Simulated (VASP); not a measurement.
# Si (Fd-3m) in VASP: further runs

Runs on Si. Level: PBE. Tasks: single point, relaxation of cell and atoms.

Everything below comes from runs of VASP 6.6.1. Logs are shortened: lines on timing, memory, paths and dates and some standing lists are left out, and cuts for length are marked.

## Step 1: The cell of the first run

Symmetry: Fd-3m, No. 227, cubic system. The conventional cell has a = 5.470 Å, b = 5.470 Å, c = 5.470 Å, α = 90.00°, β = 90.00°, γ = 90.00°. Within 3.1 Å of Si (site symmetry -43m) lie 4 Si at 2.37 Å.

## Step 2: Single point, PBE

Input file INCAR:

```
SYSTEM = Si
PREC = Accurate ; ENCUT = 500
EDIFF = 1E-6 ; ISMEAR = 0
SIGMA = 0.02 ; LREAL = .False.
LASPH = .True. ; NELM = 120
ALGO = Normal ; ISIF = 2
LWAVE = .False. ; LCHARG = .True.
GGA = PE ; LELF = .True.
LVHAR = .True. ; NBANDS = 11
GGA_COMPAT = .False.
```

Input file KPOINTS:

```
regular mesh
0
Gamma
  10 10 10
  0 0 0
```

Input file POSCAR:

```
Si
1.0
    0.0000000000      2.7349397897      2.7349397897
    2.7349397897      0.0000000000      2.7349397897
    2.7349397897      2.7349397897      0.0000000000
Si
2
Direct
    0.5000000000      0.5000000000      0.5000000000
    0.7500000000      0.7500000000      0.7500000000
```

Potentials or basis: VASP PAW PBE potentials, release 64 (Si).

Run with:

```
$ cat potpaw_PBE.64/Si/POTCAR > POTCAR
$ mpirun -np 1 vasp_std > vasp.out
```

OUTCAR:

```text
SYSTEM = Si
   PREC = Accurate
   ENCUT = 500
   EDIFF = 1E-6
   ISMEAR = 0
   LREAL = .False.
   LASPH = .True.
   NELM = 120
   ISIF = 2
   GGA = PE

 ion  position               nearest neighbor table
   1  0.500  0.500  0.500-   2 2.37   2 2.37   2 2.37   2 2.37
   2  0.750  0.750  0.750-   1 2.37   1 2.37   1 2.37   1 2.37

  LATTYP: Found a face centered cubic cell.
 ALAT       =     5.4698795794

  Lattice vectors:

 A1 = (   0.0000000000,   2.7349397897,   2.7349397897)
 A2 = (   2.7349397897,   0.0000000000,   2.7349397897)
 A3 = (   2.7349397897,   2.7349397897,   0.0000000000)

Analysis of symmetry for initial positions (statically):
=====================================================================
 Subroutine PRICEL returns:
 Original cell was already a primitive cell.

 Routine SETGRP: Setting up the symmetry group for a
 face centered cubic supercell.

 Subroutine GETGRP returns: Found 48 space group operations
 (whereof 24 operations were pure point group operations)
 out of a pool of 48 trial point group operations.

The static configuration has the point symmetry T_d .
 The point group associated with its full space group is O_h .

Analysis of symmetry for dynamics (positions and initial velocities):
=====================================================================
 Subroutine PRICEL returns:
 Original cell was already a primitive cell.

 Routine SETGRP: Setting up the symmetry group for a
 face centered cubic supercell.

 Subroutine GETGRP returns: Found 48 space group operations
 (whereof 24 operations were pure point group operations)
 out of a pool of 48 trial point group operations.

The dynamic configuration has the point symmetry T_d .
 The point group associated with its full space group is O_h .

 Subroutine INISYM returns: Found 48 space group operations
 (whereof 24 operations are pure point group operations),
 and found     1 'primitive' translations

----------------------------------------------------------------------------------------

                                     Primitive cell

  volume of cell :      40.9141

  direct lattice vectors                    reciprocal lattice vectors
     0.000000000  2.734939790  2.734939790    -0.182819381  0.182819381  0.182819381
     2.734939790  0.000000000  2.734939790     0.182819381 -0.182819381  0.182819381
     2.734939790  2.734939790  0.000000000     0.182819381  0.182819381 -0.182819381

  length of vectors
     3.867788943  3.867788943  3.867788943     0.316652457  0.316652457  0.316652457

  position of ions in fractional coordinates (direct lattice)
     0.500000000  0.500000000  0.500000000
     0.750000000  0.750000000  0.750000000

  ion indices of the primitive-cell ions
   primitive index   ion index
                 1           1
                 2           2

----------------------------------------------------------------------------------------

 KPOINTS: regular mesh

Automatic generation of k-mesh.
 Grid dimensions read from file:
 generate k-points for:   10   10   10

 Generating k-lattice:

  Cartesian coordinates                     Fractional coordinates (reciprocal lattice)
    -0.018281938  0.018281938  0.018281938     0.100000000  0.000000000  0.000000000
     0.018281938 -0.018281938  0.018281938     0.000000000  0.100000000  0.000000000
     0.018281938  0.018281938 -0.018281938     0.000000000  0.000000000  0.100000000

  Length of vectors
     0.031665246  0.031665246  0.031665246

  Shift w.r.t. Gamma in fractional coordinates (k-lattice)
     0.000000000  0.000000000  0.000000000

 Subroutine IBZKPT returns following result:
 ===========================================

 Found     47 irreducible k-points:

 Following reciprocal coordinates:
            Coordinates               Weight
  0.000000  0.000000  0.000000      1.000000
  0.100000  0.000000  0.000000      8.000000
  0.200000  0.000000  0.000000      8.000000
  0.300000  0.000000  0.000000      8.000000
  0.400000  0.000000  0.000000      8.000000
  0.500000  0.000000  0.000000      4.000000
[... 16 lines left out ...]
  0.300000  0.300000  0.000000      6.000000
  0.400000  0.300000  0.000000     24.000000
 [... further k-points ...]
   k-points           NKPTS =     47   k-points in BZ     NKDIM =     47   number of bands    NBANDS=     11
   number of dos      NEDOS =    301   number of ions     NIONS =      2
   total plane-waves  NPLWV =  21952
   dimension x,y,z NGX =    28 NGY =   28 NGZ =   28
   dimension x,y,z NGXF=    56 NGYF=   56 NGZF=   56
   ions per type =               2
   NGX,Y,Z   is equivalent  to a cutoff of  12.04, 12.04, 12.04 a.u.
   NGXF,Y,Z  is equivalent  to a cutoff of  24.07, 24.07, 24.07 a.u.
 SYSTEM =  Si
   PREC   = accura    normal or accurate (medium, high low for compatibility)
   ISTART =      0    job   : 0-new  1-cont  2-samecut
   ICHARG =      2    charge: 1-file 2-atom 10-const
   ISPIN  =      1    spin polarized calculation?
   LNONCOLLINEAR =      F non collinear calculations
   LSORBIT =      F    spin-orbit coupling
   LASPH  =      T    aspherical Exc in radial PAW
   ENCUT  =  500.0 eV  36.75 Ry    6.06 a.u.   7.05  7.05  7.05*2*pi/ulx,y,z
   NELM   =    120;   NELMIN=  2; NELMDL= -5     # of ELM steps
   EDIFF  = 0.1E-05   stopping-criterion for ELM
   LREAL  =      F    real-space projection
   EDIFFG = 0.1E-04   stopping-criterion for IOM
   NSW    =      0    number of steps for IOM
   IBRION =     -1    ionic relax: 0-MD 1-quasi-New 2-CG
   NFREE  =      0    steps in history (QN), initial steepest desc. (CG)
   ISIF   =      2    stress and relaxation
   ISYM   =      2    0-nonsym 1-usesym 2-fastsym
   POTIM  = 0.5000    time-step for ionic-motion
   TEBEG  =    0.0;   TEEND  =   0.0 temperature during run
   PSTRESS=    0.0 pullay stress
   NELECT =       8.0000    total number of electrons
   NUPDOWN=      -1.0000    fix difference up-down
   EMIN   =  10.00;   EMAX   =-10.00  energy-range for DOS
   EFERMI =   0.00;   METHOD = LEGACY
   ISMEAR =     0;   SIGMA  =   0.02  broadening in eV -4-tet -1-fermi 0-gaus
   EFERMI_NEDOS =   21; number of points for ismear=-14 and -15
   IALGO  =     38    algorithm
   IMIX   =      4    mixing-type and parameters
     AMIX     =   0.40;   BMIX     =  1.00
     AMIX_MAG =   1.60;   BMIX_MAG =  1.00
  volume/ion in A,a.u.               =      20.46       138.05
  Fermi-wavevector in a.u.,A,eV,Ry     =   0.950197  1.795612 12.284355  0.902875
  Thomas-Fermi vector in A             =   2.078551
   LORBIT       =      0    0 simple, 1 ext, 2 COOP (PROOUT), +10 PAW based schemes
   GGA     = PE    functional components
   LHFCALC =     F    Hartree Fock is set to
   AEXX    =    0.0000 exact exchange contribution
   IVDW    =     0    specifies the selected vdW correction
   LEPSILON=     F    determine dielectric tensor
   LRPA    =     F    only Hartree local field effects (RPA)
 non-spin polarized calculation
 Gauss-broadening in eV      SIGMA  =   0.02
  energy-cutoff  :      500.00
  volume of cell :       40.91
 maximum number of plane-waves:      1056
   NGX = 15   NGY = 15   NGZ = 15

 number of electron       8.0000000 magnetization

 Free energy of the ion-electron system (eV)
  ---------------------------------------------------
  ext. energy  EPLUGINS =         0.00000000
  ---------------------------------------------------
  free energy    TOTEN  =       -10.84918419 eV

  energy without entropy =      -10.84918419  energy(sigma->0) =      -10.84918419

 E-fermi :   5.7095     XC(G=0):  -9.3250

 val. band max:        5.6097044673   @ k =   0.0000   0.0000   0.0000
 cond. band min:       6.2286312433   @ k =   0.4000   0.4000   0.0000
 fundamental gap:      0.6189267760
 Fermi energy:         5.7095397929

 k-point     1 :       0.0000    0.0000    0.0000
  band No.  band energies     occupation
      1      -6.2007      2.00000
      2       5.6097      2.00000
      3       5.6097      2.00000
      4       5.6097      2.00000
      5       8.1664      0.00000
      6       8.1664      0.00000
      7       8.1664      0.00000
      8       8.7363      0.00000
      9      13.3187      0.00000
     10      13.3187      0.00000
     11      13.4844      0.00000

 k-point     2 :       0.1000    0.0000    0.0000
  band No.  band energies     occupation
      1      -6.0722      2.00000
      2       4.4677      2.00000
      3       5.4161      2.00000
      4       5.4161      2.00000
      5       8.1308      0.00000
      6       8.4520      0.00000
      7       8.4520      0.00000
      8       9.7081      0.00000
      9      12.9691      0.00000
     10      12.9691      0.00000
     11      14.0139      0.00000

 k-point     3 :       0.2000    0.0000    0.0000
  band No.  band energies     occupation
      1      -5.6930      2.00000
      2       2.6286      2.00000
      3       5.0425      2.00000
      4       5.0425      2.00000
      5       7.7601      0.00000
      6       8.9537      0.00000
      7       8.9537      0.00000
      8      11.4829      0.00000
      9      12.6585      0.00000
     10      12.6585      0.00000
     11      14.6832      0.00000

 k-point     4 :       0.3000    0.0000    0.0000
  band No.  band energies     occupation
      1      -5.0900      2.00000
      2       0.8714      2.00000
      3       4.7126      2.00000
      4       4.7126      2.00000
      5       7.3964      0.00000
      6       9.1346      0.00000
      7       9.1346      0.00000
      8      13.1058      0.00000
      9      13.1836      0.00000
     10      13.1836      0.00000
     11      14.4296      0.00000

 k-point     5 :       0.4000    0.0000    0.0000
  band No.  band energies     occupation
      1      -4.3607      2.00000
      2      -0.5760      2.00000
      3       4.5028      2.00000
      4       4.5028      2.00000
      5       7.1565      0.00000
      6       9.0306      0.00000
      7       9.0306      0.00000
      8      13.4135      0.00000
      9      14.5449      0.00000
     10      14.5449      0.00000
     11      15.5169      0.00000
[... 211 lines left out ...]
 k-point    21 :      -0.3000    0.2000    0.0000
  band No.  band energies     occupation
      1      -4.1756      2.00000
      2      -0.0486      2.00000
      3       2.2278      2.00000
      4       4.3193      2.00000
      5       8.0496      0.00000
      6      10.1134      0.00000
      7      10.1698      0.00000
      8      12.2242      0.00000
      9      12.4221      0.00000
     10      15.0588      0.00000
     11      17.4281      0.00000

 k-point    22 :      -0.2000    0.2000    0.0000
  band No.  band energies     occupation
      1      -4.8779      2.00000
      2       1.1640      2.00000
      3       2.6784      2.00000
      4       4.7791      2.00000
      5       8.4593      0.00000
      6       9.5745      0.00000
      7       9.8779      0.00000
      8      11.2639      0.00000
      9      11.7419      0.00000
     10      16.2085      0.00000
     11      16.2285      0.00000

 k-point    23 :       0.3000    0.3000    0.0000
  band No.  band energies     occupation
      1      -4.6801      2.00000
      2       1.2059      2.00000
      3       3.4289      2.00000
      4       3.4289      2.00000
      5       6.5000      0.00000
      6       8.0466      0.00000
      7      12.1786      0.00000
      8      12.1786      0.00000
      9      14.5106      0.00000
     10      15.0320      0.00000
     11      17.9230      0.00000

 k-point    24 :       0.4000    0.3000    0.0000
  band No.  band energies     occupation
      1      -4.0792      2.00000
      2       0.2178      2.00000
      3       2.8181      2.00000
      4       3.2274      2.00000
      5       6.6874      0.00000
      6       7.8760      0.00000
      7      12.4619      0.00000
      8      12.6032      0.00000
      9      16.0171      0.00000
     10      16.1440      0.00000
     11      17.6264      0.00000

 [... further k-points ...]

------------------------ aborting loop because EDIFF is reached ----------------------------------------

  FORCE on cell =-STRESS in cart. coord.  units (eV):
  Direction    XX          YY          ZZ          XY          YZ          ZX
  --------------------------------------------------------------------------------------
  -------------------------------------------------------------------------------------
  Total       -0.0152253     -0.0152253     -0.0152253     -0.0000000      0.0000000      0.0000000
  in kB       -0.5962150     -0.5962150     -0.5962150     -0.0000000      0.0000000      0.0000000
  external PRESSURE =      -0.5962150 kB  Pullay stress =       0.0000000 kB

 VOLUME and BASIS-vectors are now :
 -----------------------------------------------------------------------------
  energy-cutoff  :      500.00
  volume of cell :       40.91
      direct lattice vectors                 reciprocal lattice vectors
     0.000000000  2.734939790  2.734939790    -0.182819381  0.182819381  0.182819381
     2.734939790  0.000000000  2.734939790     0.182819381 -0.182819381  0.182819381
     2.734939790  2.734939790  0.000000000     0.182819381  0.182819381 -0.182819381

 POSITION                                       TOTAL-FORCE (eV/Angst)
 -----------------------------------------------------------------------------------
      2.73494      2.73494      2.73494         0.000000      0.000000      0.000000
      4.10241      4.10241      4.10241        -0.000000     -0.000000     -0.000000
 -----------------------------------------------------------------------------------
    total drift:                               -0.000000      0.000000     -0.000000

  FREE ENERGIE OF THE ION-ELECTRON SYSTEM (eV)
  ---------------------------------------------------
  free  energy   TOTEN  =       -10.8491841850 eV

  energy  without entropy=      -10.8491841850  energy(sigma->0) =      -10.84918419
```

Run time: 28 s. Hardware: 1 thread of AMD EPYC 7R43 (Zen 3), shared host; peak memory 0.12 GiB.

Results:

| Quantity | Value |
| --- | --- |
| Free energy | -10.8492 eV |
| Pressure | -0.1 GPa |
| Band gap on the k mesh | 0.62 eV (least direct gap 2.56 eV) |

A k mesh can miss the band edges. Expect the measured gap to be larger: semilocal functionals such as PBE lack the derivative discontinuity.

## Step 3: Relaxation of cell and atoms, PBE

This run uses another cell than the first one, of 20.09 Å³/atom.

Input file INCAR:

```
PREC = Accurate
ENCUT = 500
EDIFF = 1E-7
ISMEAR = 0
SIGMA = 0.02
LREAL = F
LASPH = T
NELM = 120
ALGO = Normal
ISIF = 3
LWAVE = F
LCHARG = F
GGA = PE
IBRION = 2
NSW = 100
EDIFFG = -0.002
GGA_COMPAT = F
NELMIN = 4
```

Input file KPOINTS:

```
Automatic mesh
0
Gamma
  10 10 10
```

Input file POSCAR:

```
Si
1.0
    0.0000000000      2.7185000000      2.7185000000
    2.7185000000      0.0000000000      2.7185000000
    2.7185000000      2.7185000000      0.0000000000
Si
2
Direct
    0.5000000000      0.5000000000      0.5000000000
    0.7500000000      0.7500000000      0.7500000000
```

Potentials or basis: VASP PAW PBE potentials, release 64 (Si).

Run with:

```
$ cat potpaw_PBE.64/Si/POTCAR > POTCAR
$ mpirun -np 1 vasp_std > vasp.out
```

Wall time 49 s (1 thread of AMD EPYC 7R43 (Zen 3), shared host); peak memory 0.11 GiB.

Results (log left out):

| Quantity | Value |
| --- | --- |
| Free energy | -10.8491 eV |
| Relaxed volume | 20.44 Å³/atom |
| Relaxed cell | a = 3.867 Å, b = 3.867 Å, c = 3.867 Å, α = 60.00°, β = 60.00°, γ = 60.00° |
| Space group after relaxing (to 0.1 Å) | Fd-3m (No. 227) |
| Energy gained by relaxing | 1.7 meV/atom |
| Ionic steps | 3 |
| Pressure after relaxing | 0.0 GPa |
| Band gap on the k mesh | 0.62 eV (least direct gap 2.56 eV) |

The path:
```csv
step,energy change (eV),largest force (eV/Å),pressure (GPa),volume (Å³)
1,0.0000,0.0000,1.60,40.18
2,-0.0019,0.0000,-1.01,41.36
3,-0.0034,0.0000,0.00,40.88
```

Final structure:
```
CELL_PARAMETERS angstrom
0.00000 2.73422 2.73422
2.73422 0.00000 2.73422
2.73422 2.73422 0.00000
ATOMIC_POSITIONS crystal
Si 0.50000 0.50000 0.50000
Si 0.75000 0.75000 0.75000
```

Levels at points of the mesh, in eV from the valence-band top:
```
           k point  band 2  band 3  band 4  band 5  band 6  band 7
(0.00, 0.00, 0.00)    0.00    0.00    0.00    2.56    2.56    2.56
(0.50, 0.00, 0.00)   -6.87   -1.18   -1.18    1.47    3.35    3.35
(0.50, 0.50, 0.00)   -7.75   -2.79   -2.79    0.75    0.75    9.94
```
